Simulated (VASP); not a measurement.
# MoS2 (P6_3/mmc) in VASP: further runs, part 2 of 2

VASP 6.6.1. The steps go on from the part before.

## (4) Single point, PBE+D3(BJ)

This run uses another cell than the first one, of 18.58 Å³/atom, 1.020 times its volume.

Contents of INCAR:

```
PREC = Accurate ; ENCUT = 520
EDIFF = 1E-7 ; ISMEAR = -1
SIGMA = 0.05 ; LREAL = False
LASPH = True ; NELM = 80
ALGO = Normal ; ISIF = 2
LWAVE = False ; LCHARG = False
GGA = PE ; IVDW = 12
NBANDS = 35
```

Contents of KPOINTS:

```
regular mesh
0
Gamma
  10 10 3
```

Contents of POSCAR:

```
MoS2
1.0
    3.2107021507      0.0000000000      0.0000000000
   -1.6053510754      2.7805496265      0.0000000000
    0.0000000000      0.0000000000     12.4861764927
Mo S
2 4
Direct
    0.6666666667      0.3333333333      0.7500000000
    0.3333333333      0.6666666667      0.2500000000
    0.6666666667      0.3333333333      0.3770000000
    0.3333333333      0.6666666667      0.8770000000
    0.6666666667      0.3333333333      0.1230000000
    0.3333333333      0.6666666667      0.6230000000
```

Command:

```bash
> cat potpaw_PBE.64/Mo_sv/POTCAR potpaw_PBE.64/S/POTCAR > POTCAR
> mpirun -np 1 vasp_std > vasp.out
```

It took 52 s on 1 thread of Intel Xeon 6975P-C (Granite Rapids), shared host; peak memory 0.27 GiB.

The run converged. Its results:

| Item | Value |
| --- | --- |
| Free energy | -46.0306 eV |
| Pressure | -7.2 GPa |
| Largest force | 0.659 eV/Å |
| Band gap on the k mesh | 0.97 eV, indirect (least direct gap 1.77 eV) |
| Dispersion energy per atom | -0.407 eV |

Forces in eV/Å, atoms in the order of the input:
```
Mo   0.000  0.000  0.000
Mo   0.000  0.000  0.000
S    0.000  0.000 -0.659
S    0.000  0.000 -0.659
S    0.000  0.000  0.659
S    0.000  0.000  0.659
```

Stress tensor (GPa, compression positive):
```
-7.11  0.00  0.00
 0.00 -7.11  0.00
 0.00  0.00 -7.34
```

Levels at points of the mesh, in eV from the valence-band top:
```tsv
k point	band 22	band 23	band 24	band 25	band 26	band 27	band 28	band 29	band 30	band 31
(0.00, 0.00, 0.00)	-2.00	-2.00	-1.15	-1.01	0.00	2.05	2.05	2.08	2.08	2.18
(0.50, 0.00, 0.00)	-2.38	-1.66	-1.47	-1.29	-1.17	1.56	1.60	1.94	2.17	2.80
```

## (5) Single point, RPBE+D3(BJ)

This run uses another cell than the first one, of 18.58 Å³/atom, 1.020 times its volume.

Contents of INCAR:

```
PREC     = Accurate       # precision mode
ENCUT    = 520            # plane-wave cutoff, eV
EDIFF    = 1E-6           # SCF threshold, eV
ISMEAR   = -1             # smearing method
SIGMA    = 0.05           # smearing width, eV
LREAL    = F              # projectors in reciprocal space
LASPH    = T              # aspherical terms in the spheres
NELM     = 100            # most SCF steps
ALGO     = Normal         # electronic algorithm
ISIF     = 2              # what is computed and relaxed
LWAVE    = F              # write WAVECAR
LCHARG   = F              # write CHGCAR
GGA      = RP             # functional
IVDW     = 12             # dispersion correction
NBANDS   = 35             # bands
```

KPOINTS is that of step 4.

POSCAR is that of step 4.

Command:

```bash
> cat potpaw_PBE.64/Mo_sv/POTCAR potpaw_PBE.64/S/POTCAR > POTCAR
> mpirun -np 1 vasp_std > vasp.out
```

Run time: 55 s. Hardware: 1 thread of Intel Xeon 6975P-C (Granite Rapids), shared host; peak memory 0.27 GiB.

Results (log left out):

| Quantity | Value |
| --- | --- |
| Free energy | -52.1736 eV |
| Pressure | -19.2 GPa |
| Largest force | 1.164 eV/Å |
| Band gap on the k mesh | 1.02 eV, indirect (least direct gap 1.78 eV) |
| Dispersion energy per atom | -1.855 eV |

Forces in eV/Å, atoms in the order of the input:
```
Mo   0.000  0.000  0.000
Mo   0.000  0.000  0.000
S    0.000  0.000 -1.164
S    0.000  0.000 -1.164
S    0.000  0.000  1.164
S    0.000  0.000  1.164
```

Stress tensor (GPa, compression positive):
```
-21.46   0.00   0.00
  0.00 -21.46   0.00
  0.00   0.00 -14.69
```

Levels at points of the mesh, in eV from the valence-band top:
```csv
k point,band 24,band 25,band 26,band 27,band 28,band 29
"(0.00, 0.00, 0.00)",-1.16,-0.98,0.00,2.06,2.06,2.09
"(0.50, 0.00, 0.00)",-1.47,-1.28,-1.16,1.57,1.61,1.97
```

Caveat: the PAW data sets were made with another functional, which shifts forces and pressure a little. A k mesh can miss the band edges.

## (6) Single point, PBE+D3(BJ)

This run uses another cell than the first one, of 18.94 Å³/atom, 1.039 times its volume.

Contents of INCAR:

```
SYSTEM = MoS2
PREC = Accurate ; ENCUT = 520
EDIFF = 1E-6 ; ISMEAR = -1
SIGMA = 0.05 ; LREAL = .FALSE.
LASPH = .TRUE. ; NELM = 60
ALGO = Normal ; ISIF = 2
LWAVE = .FALSE. ; LCHARG = .TRUE.
GGA = PE ; IVDW = 12
LELF = .TRUE. ; LVHAR = .TRUE.
NBANDS = 35
```

Contents of KPOINTS:

```
regular mesh
0
G
  10 10 3
  0 0 0
```

POSCAR: that of step 5 with these lines changed.

```diff
@@ -2,5 +2,5 @@
 1.0
-    3.2107021507      0.0000000000      0.0000000000
-   -1.6053510754      2.7805496265      0.0000000000
-    0.0000000000      0.0000000000     12.4861764927
+    3.2311530343      0.0000000000      0.0000000000
+   -1.6155765171      2.7982606112      0.0000000000
+    0.0000000000      0.0000000000     12.5657084235
 Mo S
```

Potentials or basis: VASP PAW PBE potentials, release 64 (Mo_sv, S).

Command:

```bash
> cat potpaw_PBE.64/Mo_sv/POTCAR potpaw_PBE.64/S/POTCAR > POTCAR
> mpirun -np 1 vasp_std > vasp.out
```

OUTCAR:

```text
SYSTEM = MoS2
   PREC = Accurate
   ENCUT = 520
   EDIFF = 1E-6
   ISMEAR = -1
   LREAL = .FALSE.
   LASPH = .TRUE.
   NELM = 60
   ISIF = 2
   GGA = PE
   IVDW = 12
 IVDW          = 12

 ion  position               nearest neighbor table
   1  0.667  0.333  0.750-   4 2.45   6 2.45   4 2.45   6 2.45   4 2.45   6 2.45
   2  0.333  0.667  0.250-   3 2.45   5 2.45   3 2.45   5 2.45   3 2.45   5 2.45
   3  0.667  0.333  0.377-   2 2.45   2 2.45   2 2.45
   4  0.333  0.667  0.877-   1 2.45   1 2.45   1 2.45
   5  0.667  0.333  0.123-   2 2.45   2 2.45   2 2.45
   6  0.333  0.667  0.623-   1 2.45   1 2.45   1 2.45

  LATTYP: Found a hexagonal cell.
 ALAT       =     3.2311530343
 C/A-ratio  =     3.8889239507

  Lattice vectors:

 A1 = (   3.2311530343,   0.0000000000,   0.0000000000)
 A2 = (  -1.6155765171,   2.7982606112,   0.0000000000)
 A3 = (   0.0000000000,   0.0000000000,  12.5657084235)

Analysis of symmetry for initial positions (statically):
=====================================================================
 Subroutine PRICEL returns:
 Original cell was already a primitive cell.

 Routine SETGRP: Setting up the symmetry group for a
 hexagonal supercell.

 Subroutine GETGRP returns: Found 24 space group operations
 (whereof 12 operations were pure point group operations)
 out of a pool of 24 trial point group operations.

The static configuration has the point symmetry D_3d.
 The point group associated with its full space group is D_6h.

Analysis of symmetry for dynamics (positions and initial velocities):
=====================================================================
 Subroutine PRICEL returns:
 Original cell was already a primitive cell.

 Routine SETGRP: Setting up the symmetry group for a
 hexagonal supercell.

 Subroutine GETGRP returns: Found 24 space group operations
 (whereof 12 operations were pure point group operations)
 out of a pool of 24 trial point group operations.

The dynamic configuration has the point symmetry D_3d.
 The point group associated with its full space group is D_6h.

 Subroutine INISYM returns: Found 24 space group operations
 (whereof 12 operations are pure point group operations),
 and found     1 'primitive' translations

----------------------------------------------------------------------------------------

                                     Primitive cell

  volume of cell :     113.6142

  direct lattice vectors                    reciprocal lattice vectors
     3.231153034  0.000000000  0.000000000     0.309487044  0.178682428  0.000000000
    -1.615576517  2.798260611  0.000000000     0.000000000  0.357364856  0.000000000
     0.000000000  0.000000000 12.565708424     0.000000000  0.000000000  0.079581665

  length of vectors
     3.231153034  3.231153034 12.565708424     0.357364856  0.357364856  0.079581665

  position of ions in fractional coordinates (direct lattice)
     0.666666667  0.333333333  0.750000000
     0.333333333  0.666666667  0.250000000
     0.666666667  0.333333333  0.377000000
     0.333333333  0.666666667  0.877000000
[... 34 lines left out ...]
 ===========================================

 Found     28 irreducible k-points:

 Following reciprocal coordinates:
            Coordinates               Weight
  0.000000  0.000000  0.000000      1.000000
  0.100000  0.000000  0.000000      6.000000
  0.200000  0.000000  0.000000      6.000000
  0.300000  0.000000  0.000000      6.000000
  0.400000  0.000000  0.000000      6.000000
  0.500000  0.000000  0.000000      3.000000
[... 16 lines left out ...]
  0.300000  0.100000  0.333333     24.000000
  0.400000  0.100000  0.333333     24.000000
 [... further k-points ...]
   k-points           NKPTS =     28   k-points in BZ     NKDIM =     28   number of bands    NBANDS=     35
   number of dos      NEDOS =    301   number of ions     NIONS =      6
   total plane-waves  NPLWV =  55296
   dimension x,y,z NGX =    24 NGY =   24 NGZ =   96
   dimension x,y,z NGXF=    48 NGYF=   48 NGZF=  192
   ions per type =               2   4
   NGX,Y,Z   is equivalent  to a cutoff of  12.35, 12.35, 12.70 a.u.
   NGXF,Y,Z  is equivalent  to a cutoff of  24.70, 24.70, 25.40 a.u.
 SYSTEM =  MoS2
   PREC   = accura    normal or accurate (medium, high low for compatibility)
   ISTART =      0    job   : 0-new  1-cont  2-samecut
   ICHARG =      2    charge: 1-file 2-atom 10-const
   ISPIN  =      1    spin polarized calculation?
   LNONCOLLINEAR =      F non collinear calculations
   LSORBIT =      F    spin-orbit coupling
   LASPH  =      T    aspherical Exc in radial PAW
   ENCUT  =  520.0 eV  38.22 Ry    6.18 a.u.   6.01  6.01 23.36*2*pi/ulx,y,z
   NELM   =     60;   NELMIN=  2; NELMDL= -5     # of ELM steps
   EDIFF  = 0.1E-05   stopping-criterion for ELM
   LREAL  =      F    real-space projection
   EDIFFG = 0.1E-04   stopping-criterion for IOM
   NSW    =      0    number of steps for IOM
   IBRION =     -1    ionic relax: 0-MD 1-quasi-New 2-CG
   NFREE  =      0    steps in history (QN), initial steepest desc. (CG)
   ISIF   =      2    stress and relaxation
   ISYM   =      2    0-nonsym 1-usesym 2-fastsym
   POTIM  = 0.5000    time-step for ionic-motion
   TEBEG  =    0.0;   TEEND  =   0.0 temperature during run
   PSTRESS=    0.0 pullay stress
   NELECT =      52.0000    total number of electrons
   NUPDOWN=      -1.0000    fix difference up-down
   EMIN   =  10.00;   EMAX   =-10.00  energy-range for DOS
   EFERMI =   0.00;   METHOD = LEGACY
   ISMEAR =    -1;   SIGMA  =   0.05  broadening in eV -4-tet -1-fermi 0-gaus
   EFERMI_NEDOS =   21; number of points for ismear=-14 and -15
   IALGO  =     38    algorithm
   IMIX   =      4    mixing-type and parameters
     AMIX     =   0.40;   BMIX     =  1.00
     AMIX_MAG =   1.60;   BMIX_MAG =  1.00
  volume/ion in A,a.u.               =      18.94       127.78
  Fermi-wavevector in a.u.,A,eV,Ry     =   1.261629  2.384133 21.656505  1.591708
  Thomas-Fermi vector in A             =   2.395079
   LORBIT       =      0    0 simple, 1 ext, 2 COOP (PROOUT), +10 PAW based schemes
   GGA     = PE    functional components
   LHFCALC =     F    Hartree Fock is set to
   AEXX    =    0.0000 exact exchange contribution
   IVDW    =    12    specifies the selected vdW correction
   LEPSILON=     F    determine dielectric tensor
   LRPA    =     F    only Hartree local field effects (RPA)
 non-spin polarized calculation
  energy-cutoff  :      520.00
  volume of cell :      113.61
 maximum number of plane-waves:      3102
   NGX = 13   NGY = 13   NGZ = 47

 number of electron      52.0000000 magnetization

 Free energy of the ion-electron system (eV)
  ---------------------------------------------------
  ext. energy  EPLUGINS =         0.00000000
  ---------------------------------------------------
  free energy    TOTEN  =       -43.52709347 eV

  energy without entropy =      -43.52709167  energy(sigma->0) =      -43.52709257

 E-fermi :   7.1294     XC(G=0): -10.5312

 val. band max:        6.6964812008   @ k =   0.0000   0.0000   0.0000
 cond. band min:       7.6776070491   @ k =   0.2000   0.2000   0.0000
 fundamental gap:      0.9811258484
 Fermi energy:         7.1294095891

 k-point     1 :       0.0000    0.0000    0.0000
  band No.  band energies     occupation
      1     -54.8030      2.00000
      2     -54.8030      2.00000
      3     -28.9003      2.00000
      4     -28.9003      2.00000
      5     -28.7389      2.00000
      6     -28.7389      2.00000
[... 901 lines left out ...]
     34      10.2555      0.00000
     35      12.4918      0.00000

 [... further k-points ...]

------------------------ aborting loop because EDIFF is reached ----------------------------------------

 Edisp (eV)   -2.39327

 E8    (eV) :    -0.9657

  FORCE on cell =-STRESS in cart. coord.  units (eV):
  Direction    XX          YY          ZZ          XY          YZ          ZX
  --------------------------------------------------------------------------------------
  -------------------------------------------------------------------------------------
  Total      -6.52947    -6.52947    -6.88495    -0.00000     0.00000     0.00000
  in kB     -92.07792   -92.07792   -97.09091    -0.00000     0.00000     0.00000
  external pressure =      -93.75 kB  Pullay stress =        0.00 kB

 VOLUME and BASIS-vectors are now :
 -----------------------------------------------------------------------------
  energy-cutoff  :      520.00
  volume of cell :      113.61
      direct lattice vectors                 reciprocal lattice vectors
     3.231153034  0.000000000  0.000000000     0.309487044  0.178682428  0.000000000
    -1.615576517  2.798260611  0.000000000     0.000000000  0.357364856  0.000000000
     0.000000000  0.000000000 12.565708424     0.000000000  0.000000000  0.079581665

 POSITION                                       TOTAL-FORCE (eV/Angst)
 -----------------------------------------------------------------------------------
      1.61558      0.93275      9.42428        -0.000000      0.000000     -0.000000
     -0.00000      1.86551      3.14143         0.000000     -0.000000     -0.000000
      1.61558      0.93275      4.73727         0.000000     -0.000000     -0.919086
     -0.00000      1.86551     11.02013        -0.000000      0.000000     -0.919086
      1.61558      0.93275      1.54558         0.000000     -0.000000      0.919086
     -0.00000      1.86551      7.82844        -0.000000     -0.000000      0.919086
 -----------------------------------------------------------------------------------
    total drift:                               -0.000000      0.000000     -0.000000

  FREE ENERGIE OF THE ION-ELECTRON SYSTEM (eV)
  ---------------------------------------------------
  free  energy   TOTEN  =       -45.9203641393 eV

  energy  without entropy=      -45.9203623461  energy(sigma->0) =      -45.92036324
```

Run time: 50 s. Hardware: 1 thread of Intel Xeon 6975P-C (Granite Rapids), shared host; peak memory 0.28 GiB.

What came out:

```
Free energy                : -45.9204 eV
Pressure                   : -9.4 GPa
Largest force              : 0.919 eV/Å
Band gap on the k mesh     : 0.98 eV, indirect (least direct gap 1.73 eV)
Dispersion energy per atom : -0.399 eV
```

Forces on the atoms (eV/Å):
```
Mo   0.000  0.000  0.000
Mo   0.000  0.000  0.000
S    0.000  0.000 -0.919
S    0.000  0.000 -0.919
S    0.000  0.000  0.919
S    0.000  0.000  0.919
```

Stress tensor (GPa, compression positive):
```
-9.21  0.00  0.00
 0.00 -9.21  0.00
 0.00  0.00 -9.71
```

## (7) The runs side by side

```tsv
level	cell	gap on the mesh (eV)	pressure (GPa)	largest force (eV/Å)
RPBE+D3(BJ)	a = 3.190, b = 3.190, c = 12.406 Å, angles 90.0, 90.0, 120.0°, 6 atoms	1.00	-17.2	0.87
PBE	a = 3.190, b = 3.190, c = 12.406 Å, angles 90.0, 90.0, 120.0°, 6 atoms	0.96	-1.0	0.38
PBE+D3(BJ)	a = 3.211, b = 3.211, c = 12.486 Å, angles 90.0, 90.0, 120.0°, 6 atoms	0.97	-7.2	0.66
RPBE+D3(BJ)	a = 3.211, b = 3.211, c = 12.486 Å, angles 90.0, 90.0, 120.0°, 6 atoms	1.02	-19.2	1.16
PBE+D3(BJ)	a = 3.231, b = 3.231, c = 12.566 Å, angles 90.0, 90.0, 120.0°, 6 atoms	0.98	-9.4	0.92
```

Alike in all rows: task single point; potentials or basis VASP PAW PBE potentials, release 64 (Mo_sv, S); no spin polarisation; k mesh 10 × 10 × 3; cutoff (eV) 520; smearing fermi-dirac 0.05 eV.

Caveats: the PAW data sets were made with another functional, which shifts forces and pressure a little (some runs); this functional lacks dispersion, which binds the layers, so the pressure and a relaxed spacing across them are unreliable (some runs).

Total energies depend on the potentials used, so only differences within one code and one set of settings carry meaning.

## (8) Against experiment

Step 3. Measured gap of MoS2: 1.3 eV (indirect; 300 K; “Multiwavelength excitation Raman Scattering Analysis of bulk and 2 dimensional MoS2: Vibrational properties of atomically thin MoS2 layers”, 2015, arxiv:1506.03228). This calculation gives 0.96 eV (-0.34 eV). Spin-orbit coupling on Mo is left out. The value is that of PBE on a finite k mesh, which can miss the band edges, without temperature or zero-point motion. Semilocal functionals fall short of measured gaps as a rule.
